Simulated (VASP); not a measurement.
# La (Im-3m) in VASP: a series of runs, part 2 of 2

VASP 6.6.1. The steps go on from the part before.

## 3. Single point, BLYP (37.44 Å³/atom)

This run uses another cell than the first one, of 37.44 Å³/atom.

The input, INCAR:

```
  PREC = Accurate
  ENCUT = 520
  EDIFF = 1E-7
  ISMEAR = -1
  SIGMA = 0.1
  LREAL = F
  LASPH = T
  NELM = 80
  ALGO = Normal
  ISIF = 2
  LWAVE = F
  LCHARG = F
  GGA = B5
  ALDAX = 1.0
  AGGAX = 1.0
  AGGAC = 1.0
  ALDAC = 0.0
  NBANDS = 12
```

The input, KPOINTS:

```
regular mesh
0
Gamma
  12 12 12
```

The input, POSCAR:

```
La
1.0
   -2.1074613137      2.1074613137      2.1074613137
    2.1074613137     -2.1074613137      2.1074613137
    2.1074613137      2.1074613137     -2.1074613137
La
1
Direct
    0.0000000000      0.0000000000      0.0000000000
```

Potentials or basis: VASP PAW PBE potentials, release 64 (La).

On the command line:

```console
> cat potpaw_PBE.64/La/POTCAR > POTCAR
> mpirun -np 1 vasp_std > vasp.out
```

OUTCAR:

```text
PREC = Accurate
   ENCUT = 520
   EDIFF = 1E-7
   ISMEAR = -1
   LREAL = F
   LASPH = T
   NELM = 80
   ISIF = 2
   GGA = B5

 ion  position               nearest neighbor table
   1  0.000  0.000  0.000-

  LATTYP: Found a body centered cubic cell.
 ALAT       =     4.2149226274

  Lattice vectors:

 A1 = (  -2.1074613137,   2.1074613137,   2.1074613137)
 A2 = (   2.1074613137,  -2.1074613137,   2.1074613137)
 A3 = (   2.1074613137,   2.1074613137,  -2.1074613137)

Analysis of symmetry for initial positions (statically):
=====================================================================
 Subroutine PRICEL returns:
 Original cell was already a primitive cell.

 Routine SETGRP: Setting up the symmetry group for a
 body centered cubic supercell.

 Subroutine GETGRP returns: Found 48 space group operations
 (whereof 48 operations were pure point group operations)
 out of a pool of 48 trial point group operations.

The static configuration has the point symmetry O_h .

Analysis of symmetry for dynamics (positions and initial velocities):
=====================================================================
 Subroutine PRICEL returns:
 Original cell was already a primitive cell.

 Routine SETGRP: Setting up the symmetry group for a
 body centered cubic supercell.

 Subroutine GETGRP returns: Found 48 space group operations
 (whereof 48 operations were pure point group operations)
 out of a pool of 48 trial point group operations.

The dynamic configuration has the point symmetry O_h .

 Subroutine INISYM returns: Found 48 space group operations
 (whereof 48 operations are pure point group operations),
 and found     1 'primitive' translations

----------------------------------------------------------------------------------------

                                     Primitive cell

  volume of cell :      37.4403

  direct lattice vectors                    reciprocal lattice vectors
    -2.107461314  2.107461314  2.107461314     0.000000000  0.237252279  0.237252279
     2.107461314 -2.107461314  2.107461314     0.237252279  0.000000000  0.237252279
     2.107461314  2.107461314 -2.107461314     0.237252279  0.237252279  0.000000000

  length of vectors
     3.650230070  3.650230070  3.650230070     0.335525391  0.335525391  0.335525391

  position of ions in fractional coordinates (direct lattice)
     0.000000000  0.000000000  0.000000000

  ion indices of the primitive-cell ions
   primitive index   ion index
                 1           1

----------------------------------------------------------------------------------------

 KPOINTS: regular mesh

Automatic generation of k-mesh.
 Grid dimensions read from file:
 generate k-points for:   12   12   12

 Generating k-lattice:

  Cartesian coordinates                     Fractional coordinates (reciprocal lattice)
     0.000000000  0.019771023  0.019771023     0.083333333  0.000000000  0.000000000
     0.019771023  0.000000000  0.019771023     0.000000000  0.083333333  0.000000000
     0.019771023  0.019771023  0.000000000     0.000000000  0.000000000  0.083333333

  Length of vectors
     0.027960449  0.027960449  0.027960449

  Shift w.r.t. Gamma in fractional coordinates (k-lattice)
     0.000000000  0.000000000  0.000000000

 Subroutine IBZKPT returns following result:
 ===========================================

 Found     72 irreducible k-points:

 Following reciprocal coordinates:
            Coordinates               Weight
  0.000000  0.000000  0.000000      1.000000
  0.083333  0.000000  0.000000     12.000000
  0.166667  0.000000  0.000000     12.000000
  0.250000  0.000000  0.000000     12.000000
  0.333333  0.000000  0.000000     12.000000
  0.416667  0.000000  0.000000     12.000000
[... 16 lines left out ...]
  0.333333  0.083333  0.083333     24.000000
  0.416667  0.083333  0.083333     12.000000
 [... further k-points ...]
   k-points           NKPTS =     72   k-points in BZ     NKDIM =     72   number of bands    NBANDS=     12
   number of dos      NEDOS =    301   number of ions     NIONS =      1
   total plane-waves  NPLWV =  21952
   dimension x,y,z NGX =    28 NGY =   28 NGZ =   28
   dimension x,y,z NGXF=    56 NGYF=   56 NGZF=   56
   ions per type =               1
   NGX,Y,Z   is equivalent  to a cutoff of  12.75, 12.75, 12.75 a.u.
   NGXF,Y,Z  is equivalent  to a cutoff of  25.50, 25.50, 25.50 a.u.
 SYSTEM =  unknown system
   PREC   = accura    normal or accurate (medium, high low for compatibility)
   ISTART =      0    job   : 0-new  1-cont  2-samecut
   ICHARG =      2    charge: 1-file 2-atom 10-const
   ISPIN  =      1    spin polarized calculation?
   LNONCOLLINEAR =      F non collinear calculations
   LSORBIT =      F    spin-orbit coupling
   LASPH  =      T    aspherical Exc in radial PAW
   ENCUT  =  520.0 eV  38.22 Ry    6.18 a.u.   6.79  6.79  6.79*2*pi/ulx,y,z
   NELM   =     80;   NELMIN=  2; NELMDL= -5     # of ELM steps
   EDIFF  = 0.1E-06   stopping-criterion for ELM
   LREAL  =      F    real-space projection
   EDIFFG = 0.1E-05   stopping-criterion for IOM
   NSW    =      0    number of steps for IOM
   IBRION =     -1    ionic relax: 0-MD 1-quasi-New 2-CG
   NFREE  =      0    steps in history (QN), initial steepest desc. (CG)
   ISIF   =      2    stress and relaxation
   ISYM   =      2    0-nonsym 1-usesym 2-fastsym
   POTIM  = 0.5000    time-step for ionic-motion
   TEBEG  =    0.0;   TEEND  =   0.0 temperature during run
   PSTRESS=    0.0 pullay stress
   NELECT =      11.0000    total number of electrons
   NUPDOWN=      -1.0000    fix difference up-down
   EMIN   =  10.00;   EMAX   =-10.00  energy-range for DOS
   EFERMI =   0.00;   METHOD = LEGACY
   ISMEAR =    -1;   SIGMA  =   0.10  broadening in eV -4-tet -1-fermi 0-gaus
   EFERMI_NEDOS =   21; number of points for ismear=-14 and -15
   IALGO  =     38    algorithm
   IMIX   =      4    mixing-type and parameters
     AMIX     =   0.40;   BMIX     =  1.00
     AMIX_MAG =   1.60;   BMIX_MAG =  1.00
  volume/ion in A,a.u.               =      37.44       252.66
  Fermi-wavevector in a.u.,A,eV,Ry     =   1.088327  2.056640 16.115501  1.184456
  Thomas-Fermi vector in A             =   2.224506
   LORBIT       =      0    0 simple, 1 ext, 2 COOP (PROOUT), +10 PAW based schemes
   GGA     = B5    functional components
   LHFCALC =     F    Hartree Fock is set to
   AEXX    =    0.0000 exact exchange contribution
   IVDW    =     0    specifies the selected vdW correction
   LEPSILON=     F    determine dielectric tensor
   LRPA    =     F    only Hartree local field effects (RPA)
 non-spin polarized calculation
  energy-cutoff  :      520.00
  volume of cell :       37.44
 maximum number of plane-waves:      1048
   NGX = 13   NGY = 13   NGZ = 13

 number of electron      11.0000000 magnetization

 Free energy of the ion-electron system (eV)
  ---------------------------------------------------
  ext. energy  EPLUGINS =         0.00000000
  ---------------------------------------------------
  free energy    TOTEN  =        -3.85965253 eV

  energy without entropy =       -3.77113015  energy(sigma->0) =       -3.81539134

 E-fermi :   8.3183     XC(G=0):  -8.9720

 val. band max:        8.2975372840   @ k =   0.5000   0.5000   0.0833
 cond. band min:       8.3208620344   @ k =   0.2500   0.1667   0.0000
 fundamental gap:      0.0233247504
 Fermi energy:         8.3182774587

 k-point     1 :       0.0000    0.0000    0.0000
  band No.  band energies     occupation
      1     -24.6217      2.00000
      2      -7.6263      2.00000
      3      -7.6263      2.00000
      4      -7.6263      2.00000
      5       5.2186      2.00000
      6       9.6339      0.00000
      7       9.6339      0.00000
      8       9.6339      0.00000
      9       9.7406      0.00000
     10       9.7406      0.00000
     11       9.7406      0.00000
     12      10.3280      0.00000
[... 331 lines left out ...]
 k-point    24 :       0.4167    0.0833    0.0833
  band No.  band energies     occupation
      1     -24.4159      2.00000
      2      -8.8785      2.00000
      3      -8.1176      2.00000
      4      -7.7392      2.00000
      5       7.0031      2.00000
      6       8.1186      1.76084
      7       9.7572      0.00000
      8       9.7667      0.00000
      9       9.9566      0.00000
     10      10.2017      0.00000
     11      10.2090      0.00000
     12      10.2782      0.00000

 [... further k-points ...]

------------------------ aborting loop because EDIFF is reached ----------------------------------------

  FORCE on cell =-STRESS in cart. coord.  units (eV):
  Direction    XX          YY          ZZ          XY          YZ          ZX
  --------------------------------------------------------------------------------------
  -------------------------------------------------------------------------------------
  Total        0.5504030      0.5504030      0.5504030     -0.0000000     -0.0000000      0.0000000
  in kB       23.5533432     23.5533432     23.5533432     -0.0000000     -0.0000000      0.0000000
  external PRESSURE =      23.5533432 kB  Pullay stress =       0.0000000 kB

 VOLUME and BASIS-vectors are now :
 -----------------------------------------------------------------------------
  energy-cutoff  :      520.00
  volume of cell :       37.44
      direct lattice vectors                 reciprocal lattice vectors
    -2.107461314  2.107461314  2.107461314     0.000000000  0.237252279  0.237252279
     2.107461314 -2.107461314  2.107461314     0.237252279  0.000000000  0.237252279
     2.107461314  2.107461314 -2.107461314     0.237252279  0.237252279  0.000000000

 POSITION                                       TOTAL-FORCE (eV/Angst)
 -----------------------------------------------------------------------------------
      0.00000      0.00000      0.00000         0.000000      0.000000      0.000000
 -----------------------------------------------------------------------------------
    total drift:                               -0.000000     -0.000000     -0.000000

  FREE ENERGIE OF THE ION-ELECTRON SYSTEM (eV)
  ---------------------------------------------------
  free  energy   TOTEN  =        -3.8596525323 eV

  energy  without entropy=       -3.7711301475  energy(sigma->0) =       -3.81539134
```

OSZICAR:

```text
N       E                     dE             d eps       ncg     rms          rms(c)
DAV:   1     0.961934427786E+02    0.96193E+02   -0.38816E+03  1760   0.117E+03
DAV:   2     0.300381076339E+01   -0.93190E+02   -0.89802E+02  2144   0.182E+02
DAV:   3    -0.342075883756E+01   -0.64246E+01   -0.61163E+01  2400   0.768E+01
DAV:   4    -0.383473777284E+01   -0.41398E+00   -0.39657E+00  3192   0.130E+01
DAV:   5    -0.385215354314E+01   -0.17416E-01   -0.17298E-01  2972   0.255E+00    0.259E+00
DAV:   6    -0.386048753138E+01   -0.83340E-02   -0.19817E-02  2796   0.124E+00    0.160E+00
DAV:   7    -0.386278434864E+01   -0.22968E-02   -0.55992E-02  3388   0.228E+00    0.288E-01
DAV:   8    -0.386030519945E+01    0.24791E-02   -0.47912E-02  3116   0.172E+00    0.194E-01
DAV:   9    -0.385960138920E+01    0.70381E-03   -0.43780E-03  2956   0.540E-01    0.274E-02
DAV:  10    -0.385965223574E+01   -0.50847E-04   -0.22698E-04  2860   0.890E-02    0.638E-03
DAV:  11    -0.385965457687E+01   -0.23411E-05   -0.32312E-05  3236   0.397E-02    0.529E-03
DAV:  12    -0.385965272260E+01    0.18543E-05   -0.13111E-06  3296   0.112E-02    0.206E-03
DAV:  13    -0.385965260242E+01    0.12018E-06   -0.27129E-07  3320   0.464E-03    0.117E-03
DAV:  14    -0.385965253232E+01    0.70095E-07   -0.14235E-07  2944   0.292E-03
   1 F= -.38596525E+01 E0= -.38153913E+01  d E =-.885224E-01
```

It took 50 s on 1 thread of Intel Xeon Platinum 8375C at 2.90GHz (Ice Lake), shared host; peak memory 0.19 GiB.

Results:

* Free energy: -3.8597 eV
* Pressure: 2.4 GPa
* Band gap on the k mesh: zero (an odd number of electrons rules out a gap without spin polarisation)

Caveat: the PAW data sets were made with another functional, which shifts forces and pressure a little; spin-orbit coupling is left out, which moves the levels of the heavy elements.

## 4. Single point, BLYP (39.07 Å³/atom)

This run uses another cell than the first one, of 39.07 Å³/atom.

The input, INCAR:

```
SYSTEM = La
  PREC = Accurate
  ENCUT = 520
  EDIFF = 1E-6
  ISMEAR = -1
  SIGMA = 0.1
  LREAL = .FALSE.
  LASPH = .TRUE.
  NELM = 100
  ALGO = Normal
  ISIF = 2
  LWAVE = .FALSE.
  LCHARG = .FALSE.
  GGA = B5
  ALDAX = 1.0
  AGGAX = 1.0
  AGGAC = 1.0
  ALDAC = 0.0
  NBANDS = 12
```

The input, KPOINTS:

```
Automatic mesh
0
G
  12 12 12
  0 0 0
```

The input, POSCAR:

```
La
1.0
   -2.1375719720      2.1375719720      2.1375719720
    2.1375719720     -2.1375719720      2.1375719720
    2.1375719720      2.1375719720     -2.1375719720
La
1
Direct
    0.0000000000      0.0000000000      0.0000000000
```

On the command line:

```console
> cat potpaw_PBE.64/La/POTCAR > POTCAR
> mpirun -np 1 vasp_std > vasp.out
```

Wall time 42 s (1 thread of Intel Xeon Platinum 8375C at 2.90GHz (Ice Lake), shared host); peak memory 0.19 GiB.

Results (log left out):

- Free energy: -3.8769 eV
- Pressure: 1.1 GPa
- Band gap on the k mesh: zero (an odd number of electrons rules out a gap without spin polarisation)

Levels at points of the mesh, in eV from the Fermi level:
```csv
k point,band 3,band 4,band 5,band 6,band 7,band 8
"(0.00, 0.00, 0.00)",-16.08,-16.08,-3.13,1.25,1.25,1.25
"(0.50, 0.00, 0.00)",-16.46,-16.10,-1.71,-0.17,1.26,1.35
"(0.50, 0.50, 0.50)",-16.89,-16.89,-1.73,-1.73,1.37,1.51
```

Caveat: the PAW data sets were made with another functional, which shifts forces and pressure a little; spin-orbit coupling is left out, which moves the levels of the heavy elements.

## 5. Single point, BLYP (40.70 Å³/atom)

This run uses another cell than the first one, of 40.70 Å³/atom.

The input, INCAR:

```
SYSTEM = La
PREC = Accurate ; ENCUT = 520
EDIFF = 1E-6 ; ISMEAR = -1
SIGMA = 0.1 ; LREAL = .False.
LASPH = .True. ; NELM = 80
ALGO = Normal ; ISIF = 2
LWAVE = .False. ; LCHARG = .True.
GGA = B5 ; ALDAX = 1.0
AGGAX = 1.0 ; AGGAC = 1.0
ALDAC = 0.0 ; LELF = .True.
LVHAR = .True. ; NBANDS = 12
```

The input, KPOINTS:

```
Automatic mesh
0
Gamma
  12 12 12
  0 0 0
```

The input, POSCAR:

```
La
1.0
   -2.1668574190      2.1668574190      2.1668574190
    2.1668574190     -2.1668574190      2.1668574190
    2.1668574190      2.1668574190     -2.1668574190
La
1
Direct
    0.0000000000      0.0000000000      0.0000000000
```

On the command line:

```console
> cat potpaw_PBE.64/La/POTCAR > POTCAR
> mpirun -np 1 vasp_std > vasp.out
```

Run time: 48 s. Hardware: 1 thread of Intel Xeon Platinum 8375C at 2.90GHz (Ice Lake), shared host; peak memory 0.19 GiB.

It converged, with:

* Free energy: -3.8818 eV
* Pressure: 0.0 GPa
* Band gap on the k mesh: zero (an odd number of electrons rules out a gap without spin polarisation)

Levels at points of the mesh, in eV from the Fermi level:
| k point | band 2 | band 3 | band 4 | band 5 | band 6 | band 7 | band 8 | band 9 |
| --- | --- | --- | --- | --- | --- | --- | --- | --- |
| (0.00, 0.00, 0.00) | -16.22 | -16.22 | -16.22 | -3.15 | 1.19 | 1.19 | 1.19 | 1.33 |
| (0.50, 0.00, 0.00) | -17.26 | -16.55 | -16.23 | -1.66 | -0.14 | 1.19 | 1.27 | 1.45 |
| (0.50, 0.50, 0.50) | -16.93 | -16.93 | -16.93 | -1.63 | -1.63 | 1.29 | 1.42 | 1.42 |

Caveat: the PAW data sets were made with another functional, which shifts forces and pressure a little; spin-orbit coupling is left out, which moves the levels of the heavy elements.

## 6. Single point, BLYP (42.32 Å³/atom)

This run uses another cell than the first one, of 42.32 Å³/atom.

The input, INCAR:

```
SYSTEM = La
PREC = Accurate
ENCUT = 520
EDIFF = 1E-7
ISMEAR = -1
SIGMA = 0.1
LREAL = .FALSE.
LASPH = .TRUE.
NELM = 80
ALGO = Normal
ISIF = 2
LWAVE = .FALSE.
LCHARG = .FALSE.
GGA = B5
ALDAX = 1.0
AGGAX = 1.0
AGGAC = 1.0
ALDAC = 0.0
NBANDS = 12
```

The input, KPOINTS:

```
Automatic mesh
0
G
  12 12 12
  0 0 0
```

The input, POSCAR:

```
La
1.0
   -2.1953719707      2.1953719707      2.1953719707
    2.1953719707     -2.1953719707      2.1953719707
    2.1953719707      2.1953719707     -2.1953719707
La
1
Direct
    0.0000000000      0.0000000000      0.0000000000
```

Potentials or basis: VASP PAW PBE potentials, release 64 (La).

On the command line:

```console
> cat potpaw_PBE.64/La/POTCAR > POTCAR
> mpirun -np 1 vasp_std > vasp.out
```

Wall time 61 s (1 thread of Intel Xeon Platinum 8375C at 2.90GHz (Ice Lake), shared host); peak memory 0.19 GiB.

It converged, with:

- Free energy: -3.8765 eV
- Pressure: -1.0 GPa
- Band gap on the k mesh: zero (an odd number of electrons rules out a gap without spin polarisation)

Levels at points of the mesh, in eV from the Fermi level:
```csv
k point,band 2,band 3,band 4,band 5,band 6,band 7,band 8,band 9
"(0.00, 0.00, 0.00)",-16.34,-16.34,-16.34,-3.16,1.13,1.13,1.13,1.28
"(0.50, 0.00, 0.00)",-17.27,-16.63,-16.35,-1.61,-0.12,1.13,1.19,1.36
"(0.50, 0.50, 0.50)",-16.97,-16.97,-16.97,-1.54,-1.54,1.22,1.33,1.33
```

Caveat: the PAW data sets were made with another functional, which shifts forces and pressure a little; spin-orbit coupling is left out, which moves the levels of the heavy elements.

## 7. Summary

| cell | gap on the mesh (eV) | pressure (GPa) |
| --- | --- | --- |
| a = 3.597 Å, angles 109.5°, 1 atom | none | 3.9 |
| a = 3.650 Å, angles 109.5°, 1 atom | none | 2.4 |
| a = 3.702 Å, angles 109.5°, 1 atom | none | 1.1 |
| a = 3.753 Å, angles 109.5°, 1 atom | none | 0.0 |
| a = 3.802 Å, angles 109.5°, 1 atom | none | -1.0 |

Alike in all rows: task single point; level BLYP; potentials or basis VASP PAW PBE potentials, release 64 (La); no spin polarisation; k mesh 12 × 12 × 12; cutoff (eV) 520; smearing fermi-dirac 0.1 eV.

Caveats: the PAW data sets were made with another functional, which shifts forces and pressure a little; spin-orbit coupling is left out, which moves the levels of the heavy elements; the cell stands under pressure (at least some runs).

Total energies depend on the potentials used, so only differences within one code and one set of settings carry meaning.
